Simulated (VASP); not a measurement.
# Si48HC48 (a cell with a defect) in VASP: further runs

The runs below take Si48HC48 (a cell with a defect) through single point, with PBEsol.

Program: VASP 6.6.1. These are calculated values, not measurements. Logs are shortened: lines on timing, memory, paths and dates and some standing lists are left out, and cuts for length are marked.

## (1) The cell of the first run

The cell holds a defect, 97 atoms: a = 9.234 Å, b = 10.663 Å, c = 10.076 Å, α = 90.00°, β = 90.00°, γ = 90.00°.

## (2) Single point, PBEsol

INCAR

```
  PREC = Accurate
  ENCUT = 520
  EDIFF = 1E-6
  ISMEAR = -1
  SIGMA = 0.05
  LREAL = Auto
  LASPH = True
  NELM = 60
  ALGO = Normal
  ISIF = 2
  LWAVE = False
  LCHARG = False
  GGA = PS
  NELECT = 384.0
  NBANDS = 246
```

KPOINTS

```
Automatic mesh
0
Gamma
  1 1 1
```

POSCAR

```
Si48HC48
1.0
    9.2342040000      0.0000000000      0.0000000000
    0.0000000000     10.6627400000      0.0000000000
    0.0000000000      0.0000000000     10.0759470000
Si C H
48 48 1
Direct
    0.9986860000      0.9999540000      0.5008640000
    0.3322650000      0.0000940000      0.5007850000
    0.1641290000      0.2491960000      0.5013040000
    0.9986810000      0.5007790000      0.5013510000
    0.6649920000      0.0003910000      0.5007440000
    0.4976230000      0.2479560000      0.5010210000
    0.3207410000      0.5012450000      0.5077190000
    0.1649850000      0.7510710000      0.5010590000
    0.8328180000      0.2496150000      0.5011990000
    0.6748310000      0.5012530000      0.5051890000
    0.4990390000      0.7506800000      0.5019290000
    0.8323890000      0.7511160000      0.5009470000
    0.9987880000      0.1658740000      0.2500590000
    0.3314140000      0.1656030000      0.2491590000
    0.1654340000      0.4159160000      0.2498060000
    0.9988460000      0.6663970000      0.2503860000
    0.6662210000      0.1656220000      0.2492010000
    0.4998950000      0.4128320000      0.2403190000
    0.3317130000      0.6663650000      0.2495260000
    0.1654990000      0.9163560000      0.2500050000
    0.8329630000      0.4159030000      0.2498720000
    0.6659920000      0.6663750000      0.2497270000
    0.4988440000      0.9162650000      0.2500200000
    0.8321970000      0.9163470000      0.2499870000
    0.1651780000      0.0825440000      0.7505230000
    0.9986780000      0.3327430000      0.7507370000
    0.4987340000      0.0828280000      0.7493090000
    0.3310530000      0.3321440000      0.7513070000
    0.1641530000      0.5837770000      0.7519540000
    0.9987740000      0.8331270000      0.7506180000
    0.8322820000      0.0826320000      0.7504510000
    0.6663010000      0.3325340000      0.7507870000
    0.4991870000      0.5835520000      0.7510800000
    0.3320830000      0.8331060000      0.7506840000
    0.8331790000      0.5836470000      0.7514430000
    0.6655750000      0.8331580000      0.7506390000
    0.9988110000      0.9990410000      0.0005950000
    0.3320250000      0.9991090000      0.0001980000
    0.1651530000      0.2487810000      0.0005650000
    0.9989140000      0.4990220000      0.0010260000
    0.6656170000      0.9991330000      0.0002110000
    0.4988630000      0.2482290000      0.9988560000
    0.3319430000      0.4990260000      0.9997160000
    0.1654480000      0.7494640000      0.0008440000
    0.8323860000      0.2488150000      0.0004520000
    0.6662170000      0.4990890000      0.9994800000
    0.4988720000      0.7493360000      0.0007540000
    0.8322890000      0.7494200000      0.0007760000
    0.9988570000      0.9991730000      0.1877540000
    0.3322110000      0.9990980000      0.1875660000
    0.1653810000      0.2492810000      0.1878830000
    0.9991730000      0.4993810000      0.1883000000
    0.6654820000      0.9991080000      0.1875990000
    0.4989230000      0.2469720000      0.1862630000
    0.3326370000      0.4985090000      0.1876470000
    0.1654890000      0.7492110000      0.1880800000
    0.8323050000      0.2492700000      0.1877910000
    0.6661390000      0.4987480000      0.1872360000
    0.4988130000      0.7490600000      0.1883030000
    0.8322340000      0.7492390000      0.1879930000
    0.9987560000      0.9997040000      0.6878190000
    0.3321010000      0.0000640000      0.6875670000
    0.1651790000      0.2495470000      0.6879660000
    0.9988790000      0.4998740000      0.6881980000
    0.6653750000      0.0001390000      0.6875210000
    0.4985610000      0.2517420000      0.6862790000
    0.3315490000      0.4996020000      0.6906770000
    0.1655420000      0.7499700000      0.6880500000
    0.8322020000      0.2496010000      0.6878700000
    0.6661620000      0.4997360000      0.6895750000
    0.4988230000      0.7498970000      0.6882760000
    0.8321190000      0.7500430000      0.6879750000
    0.9984630000      0.1666120000      0.4386490000
    0.3321360000      0.1687070000      0.4381130000
    0.1639730000      0.4161020000      0.4389610000
    0.9988100000      0.6675580000      0.4389860000
    0.6643280000      0.1693640000      0.4381870000
    0.5003480000      0.4240330000      0.4356700000
    0.3319640000      0.6657590000      0.4397720000
    0.1658500000      0.9177200000      0.4385980000
    0.8340420000      0.4163430000      0.4388410000
    0.6657810000      0.6663200000      0.4394270000
    0.4986970000      0.9171170000      0.4386470000
    0.8315690000      0.9179560000      0.4385750000
    0.1653930000      0.0819650000      0.9388370000
    0.9988080000      0.3321300000      0.9390210000
    0.4988070000      0.0821010000      0.9377080000
    0.3320580000      0.3316310000      0.9389500000
    0.1652730000      0.5823280000      0.9395330000
    0.9988620000      0.8320230000      0.9390470000
    0.8322180000      0.0819760000      0.9387840000
    0.6655220000      0.3317180000      0.9386570000
    0.4990040000      0.5820280000      0.9390570000
    0.3322110000      0.8320580000      0.9390110000
    0.8326770000      0.5823640000      0.9392010000
    0.6654670000      0.8320970000      0.9390070000
    0.4861910000      0.5243210000      0.4029010000
```

Potentials or basis: VASP PAW PBE potentials, release 64 (Si, C, H).

Command:

```bash
$ cat potpaw_PBE.64/Si/POTCAR potpaw_PBE.64/C/POTCAR potpaw_PBE.64/H/POTCAR > POTCAR
$ mpirun -np 1 vasp_gam > vasp.out
```

OUTCAR:

```text
PREC = Accurate
   ENCUT = 520
   EDIFF = 1E-6
   ISMEAR = -1
   LREAL = Auto
   LASPH = True
   NELM = 60
   ISIF = 2
   GGA = PS
   NELECT = 384.0

 ion  position               nearest neighbor table
   1  0.999  1.000  0.501-  84 1.88  80 1.88  61 1.88  73 1.88   3 3.07  12 3.07   8 3.07   9 3.07
                            31 3.08  25 3.08   2 3.08   5 3.08  30 3.08  13 3.08  24 3.09  20 3.09
   2  0.332  0.000  0.501-  80 1.88  83 1.88  62 1.88  74 1.91   6 3.05  27 3.07   8 3.07   5 3.07
                            11 3.07   3 3.08  25 3.08   1 3.08  34 3.08  14 3.09  23 3.09  20 3.09
   3  0.164  0.249  0.501-  73 1.87  63 1.88  74 1.88  75 1.89   7 3.05   9 3.06   1 3.07  26 3.07
                            25 3.08   2 3.08   6 3.08  28 3.08  13 3.09   4 3.09  15 3.10  14 3.10
   4  0.999  0.501  0.501-  81 1.88  75 1.88  64 1.88  76 1.89   7 2.97  10 2.99  35 3.08   8 3.08
                            12 3.08  29 3.08  16 3.08   9 3.09  26 3.09   3 3.09  21 3.10  15 3.10
   5  0.665  0.000  0.501-  84 1.88  83 1.88  65 1.88  77 1.91   6 3.06  27 3.07  11 3.07   2 3.07
                            12 3.07   9 3.08  31 3.08   1 3.08  36 3.09  17 3.09  23 3.09  24 3.09
   6  0.498  0.248  0.501-  74 1.86  77 1.86  66 1.87  78 1.99   2 3.05   5 3.06  27 3.06   3 3.08
                            28 3.09  14 3.09  32 3.09   9 3.10  17 3.10
   7  0.321  0.501  0.508-  75 1.84  67 1.85  97 1.87  79 1.89  78 1.99   4 2.97  29 2.99   8 3.03
                            28 3.05   3 3.05  33 3.08  15 3.10  11 3.13  19 3.14
   8  0.165  0.751  0.501-  76 1.88  68 1.88  80 1.89  79 1.89   7 3.03   1 3.07  12 3.07   2 3.07
                            30 3.07  34 3.08   4 3.08  20 3.08  11 3.08  16 3.09  29 3.09  19 3.10
   9  0.833  0.250  0.501-  73 1.88  69 1.88  81 1.89  77 1.89  10 3.05   3 3.06   1 3.07  26 3.07
                             5 3.08  32 3.08  31 3.08   4 3.09  13 3.09  21 3.09   6 3.10  17 3.10
  10  0.675  0.501  0.505-  81 1.85  70 1.86  82 1.88  78 1.94   4 2.99  35 3.01  12 3.04   9 3.05
                            32 3.06  33 3.09  21 3.09  11 3.12  22 3.12
  11  0.499  0.751  0.502-  71 1.88  83 1.89  82 1.89  79 1.90  36 3.07  34 3.07   5 3.07   2 3.07
                            12 3.08  33 3.08   8 3.08  23 3.09  22 3.11  19 3.11  10 3.12   7 3.13
  12  0.832  0.751  0.501-  76 1.88  72 1.88  84 1.89  82 1.89  10 3.04   1 3.07   8 3.07  30 3.07
                             5 3.07  36 3.08  11 3.08   4 3.08  24 3.08  16 3.09  35 3.09  22 3.10
  13  0.999  0.166  0.250-  57 1.88  51 1.88  49 1.89  73 1.90  17 3.07  14 3.07  24 3.07  20 3.07
                            21 3.07  39 3.08  45 3.08  15 3.08  37 3.08   1 3.08   3 3.09   9 3.09
  14  0.331  0.166  0.249-  51 1.88  50 1.88  54 1.88  74 1.90  18 3.06  20 3.07  39 3.07  13 3.07
                            38 3.07  23 3.08  15 3.08  42 3.09   2 3.09  17 3.09   6 3.09   3 3.10
  15  0.165  0.416  0.250-  52 1.88  51 1.88  55 1.88  75 1.91  21 3.07  40 3.07  14 3.08  13 3.08
                            39 3.08  19 3.08  43 3.08  16 3.08  18 3.09   3 3.10   4 3.10   7 3.10
  16  0.999  0.666  0.250-  56 1.88  60 1.88  52 1.89  76 1.90  22 3.07  19 3.07  24 3.08  20 3.08
[... 92 lines left out ...]
  76  0.999  0.668  0.439-   8 1.88  12 1.88   4 1.89  16 1.90
  77  0.664  0.169  0.438-   6 1.86   9 1.89  17 1.90   5 1.91
  78  0.500  0.424  0.436-  97 1.13  10 1.94  18 1.97   7 1.99   6 1.99
  79  0.332  0.666  0.440-   7 1.89   8 1.89  11 1.90  19 1.92
  80  0.166  0.918  0.439-   2 1.88   1 1.88   8 1.89  20 1.90
  81  0.834  0.416  0.439-  10 1.85   4 1.88   9 1.89  21 1.90
[... 319 lines left out ...]
  Thomas-Fermi vector in A             =   2.329097
   LORBIT       =      0    0 simple, 1 ext, 2 COOP (PROOUT), +10 PAW based schemes
   GGA     = PS    functional components
   LHFCALC =     F    Hartree Fock is set to
   AEXX    =    0.0000 exact exchange contribution
   IVDW    =     0    specifies the selected vdW correction
   LEPSILON=     F    determine dielectric tensor
   LRPA    =     F    only Hartree local field effects (RPA)
 non-spin polarized calculation
  energy-cutoff  :      520.00
  volume of cell :      992.10
 maximum number of plane-waves:     13365
 NGX is ok and might be reduce to    70
   NGX = 35   NGY = 39   NGZ = 37

 number of electron     384.0000012 magnetization

 Free energy of the ion-electron system (eV)
  ---------------------------------------------------
  ext. energy  EPLUGINS =         0.00000000
  ---------------------------------------------------
  free energy    TOTEN  =      -770.64510130 eV

  energy without entropy =     -770.64510129  energy(sigma->0) =     -770.64510130

 E-fermi :   9.1839     XC(G=0): -11.5019

 val. band max:        8.1727551323   @ k =   0.0000   0.0000   0.0000
 cond. band min:      10.1644345238   @ k =   0.0000   0.0000   0.0000
 fundamental gap:      1.9916793915
 Fermi energy:         9.1838911790

 k-point     1 :       0.0000    0.0000    0.0000
  band No.  band energies     occupation
      1      -7.4882      2.00000
      2      -6.7001      2.00000
      3      -6.2683      2.00000
      4      -6.1898      2.00000
      5      -6.1598      2.00000
      6      -5.9912      2.00000
[... 196 lines left out ...]
    203      11.4762      0.00000
    204      11.8370      0.00000
 [bands above 204 left out]

------------------------ aborting loop because EDIFF is reached ----------------------------------------

  FORCE on cell =-STRESS in cart. coord.  units (eV):
  Direction    XX          YY          ZZ          XY          YZ          ZX
  --------------------------------------------------------------------------------------
  -------------------------------------------------------------------------------------
  Total        9.2556813    -18.2636346     -9.0469723      0.4273037      1.7533195     -0.2804645
  in kB       14.9473710    -29.4946762    -14.6103186      0.6900698      2.8315060     -0.4529334
  external PRESSURE =      -9.7192079 kB  Pullay stress =       0.0000000 kB

 VOLUME and BASIS-vectors are now :
 -----------------------------------------------------------------------------
  energy-cutoff  :      520.00
  volume of cell :      992.10
      direct lattice vectors                 reciprocal lattice vectors
     9.234204000  0.000000000  0.000000000     0.108293037  0.000000000  0.000000000
     0.000000000 10.662740000  0.000000000     0.000000000  0.093784524  0.000000000
     0.000000000  0.000000000 10.075947000     0.000000000  0.000000000  0.099246254

 POSITION                                       TOTAL-FORCE (eV/Angst)
 -----------------------------------------------------------------------------------
      9.22207     10.66225      5.04668        -0.003346     -0.001010      0.001791
      3.06820      0.00100      5.04588         0.007281      0.006305     -0.000603
      1.51560      2.65711      5.05111         0.004064     -0.004079     -0.002025
      9.22202      5.33968      5.05159        -0.004377      0.001182      0.001848
      6.14067      0.00417      5.04547         0.001899      0.006323     -0.001330
      4.59515      2.64389      5.04826         0.011464      0.011982     -0.007399
[... 89 lines left out ...]
      6.14506      8.87243      9.46138         0.012278     -0.003268      0.008797
      4.48959      5.59070      4.05961        -0.003649      0.048830     -0.013207
 -----------------------------------------------------------------------------------
    total drift:                               -0.048246     -0.016901     -0.002682

  FREE ENERGIE OF THE ION-ELECTRON SYSTEM (eV)
  ---------------------------------------------------
  free  energy   TOTEN  =      -770.6451013031 eV

  energy  without entropy=     -770.6451012897  energy(sigma->0) =     -770.64510130
```

It took 11 min on 1 thread of Intel Xeon 8259CL, shared host; peak memory 0.92 GiB.

What came out:

| Property | Result |
| --- | --- |
| Free energy | -770.6451 eV |
| Largest force | 0.065 eV/Å |

Forces in eV/Å, atoms in the order of the input:
```
Si  -0.003 -0.001  0.002
Si   0.007  0.006 -0.001
Si   0.004 -0.004 -0.002
Si  -0.004  0.001  0.002
Si   0.002  0.006 -0.001
Si   0.011  0.012 -0.007
Si   0.006 -0.001 -0.005
Si   0.002  0.000  0.000
Si  -0.003 -0.004  0.001
Si   0.002  0.006  0.001
Si   0.001  0.003  0.003
Si  -0.006  0.000  0.004
Si  -0.005  0.001  0.001
Si  -0.003 -0.002  0.006
Si  -0.003  0.000 -0.001
Si  -0.006 -0.003 -0.001
Si   0.003  0.003  0.010
Si   0.000  0.003 -0.002
Si   0.001  0.000  0.000
Si  -0.002  0.003 -0.001
Si   0.001  0.000 -0.002
Si  -0.002  0.001  0.001
Si  -0.002 -0.002  0.002
Si  -0.001  0.000  0.001
Si   0.002  0.001 -0.001
Si  -0.001  0.003  0.000
Si   0.003 -0.001 -0.003
Si   0.001  0.008  0.001
Si   0.005 -0.003 -0.003
Si  -0.003  0.002 -0.001
Si   0.005  0.002 -0.001
Si   0.006  0.005  0.001
Si   0.000  0.001  0.007
Si   0.008  0.001 -0.002
Si   0.001  0.000 -0.002
Si   0.001 -0.003 -0.002
Si  -0.003 -0.003  0.002
Si   0.000  0.001  0.005
Si  -0.001  0.000  0.004
Si  -0.006 -0.002  0.006
Si   0.005  0.000  0.005
Si   0.001  0.007  0.004
Si   0.006  0.002  0.002
Si   0.003 -0.001  0.001
Si   0.001 -0.002  0.004
Si  -0.007  0.000  0.003
Si  -0.003 -0.009  0.003
Si  -0.007 -0.002  0.002
C    0.003 -0.006 -0.001
C    0.002 -0.004 -0.001
C   -0.003  0.000 -0.005
C    0.004  0.003 -0.002
C   -0.001 -0.006 -0.002
C   -0.005  0.000 -0.002
C   -0.004 -0.003 -0.006
C    0.002 -0.001 -0.005
C    0.005  0.000  0.000
C    0.000  0.000  0.000
C    0.000  0.003 -0.001
C    0.002 -0.001  0.001
C   -0.002 -0.002  0.002
C    0.001 -0.002 -0.003
C   -0.006  0.000 -0.005
C   -0.003 -0.002  0.003
C   -0.005 -0.001 -0.002
C   -0.003  0.001  0.010
C    0.005 -0.004  0.000
C   -0.003 -0.001 -0.006
C    0.003  0.004  0.001
C    0.002  0.000 -0.003
C   -0.004  0.000  0.003
C   -0.002  0.000 -0.006
C   -0.005  0.001 -0.002
C   -0.015 -0.006 -0.008
C   -0.004 -0.011 -0.005
C   -0.001  0.002 -0.006
C    0.000  0.007  0.001
C   -0.002 -0.060  0.024
C    0.000  0.003 -0.009
C    0.000 -0.006  0.000
C    0.002  0.003 -0.001
C    0.007  0.003  0.007
C   -0.005  0.004 -0.005
C    0.003  0.006 -0.004
C    0.008  0.003  0.006
C   -0.002 -0.003 -0.007
C   -0.003 -0.013 -0.004
C   -0.004  0.004 -0.001
C    0.008  0.003  0.011
C   -0.001 -0.001 -0.009
C   -0.001  0.000 -0.002
C    0.007  0.003  0.008
C   -0.004 -0.003 -0.007
C   -0.003 -0.004 -0.001
C   -0.002  0.002  0.004
C    0.012 -0.003  0.009
H   -0.004  0.049 -0.013
```

Caveat: the k points lie up to 0.68 Å⁻¹ apart; the cell carries a net charge on a neutralising background, which shifts energy and pressure; the cell is charged against a uniform background, so pressure and absolute levels hang on convention; the PAW data sets were made with another functional, which shifts forces and pressure a little.

(Part 1 of 2 ends here.)
